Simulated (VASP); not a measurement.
BN:

```
B N
1.0
     2.39703    0.00000    0.00000
    -1.19851    2.15498    0.00000
     0.00000    0.00000    6.73365
B N
2 2
Direct
  0.33333 0.66667 0.25000
  0.66667 0.33333 0.75000
  0.33333 0.66667 0.75000
  0.66667 0.33333 0.25000
```

This cell differs from its parent crystal: normal strain along x -0.0367, normal strain along z +0.0367.

```yaml
Program: VASP 6.6.1
Task: relaxation of the atoms
Functional: LDA
Potentials_or_basis: VASP PAW LDA potentials, release 64 (B, N)
Cutoff: 520 eV
k_mesh: 12 × 12 × 4
Occupations: gaussian, width 0.05 eV
Spin: no spin polarisation
```

At the start: pressure 15.5 GPa; volume 8.70 Å³/atom.

Problem. How do energy, volume and symmetry change on relaxing?

Solution. Over 3 steps the energy falls by 2.2 meV/atom at a fixed cell; space group Cmcm (No. 63, to 0.1 Å) before and after.

The path:
| step | energy change (eV) | largest force (eV/Å) | pressure (GPa) |
| --- | --- | --- | --- |
| 1 | 0.0000 | 0.6445 | 15.51 |
| 2 | 0.1115 | 2.5328 | 15.54 |
| 3 | -0.0087 | 0.0027 | 15.22 |

Final structure:
```
B N
1.0
     2.39703    0.00000    0.00000
    -1.19851    2.15498    0.00000
     0.00000    0.00000    6.73365
B N
2 2
Direct
  0.33488 0.66977 0.25000
  0.66512 0.33023 0.75000
  0.33490 0.66979 0.75000
  0.66510 0.33021 0.25000
```

Caveat: the cell differs from its parent crystal (normal strain along x -0.0367, normal strain along z +0.0367).
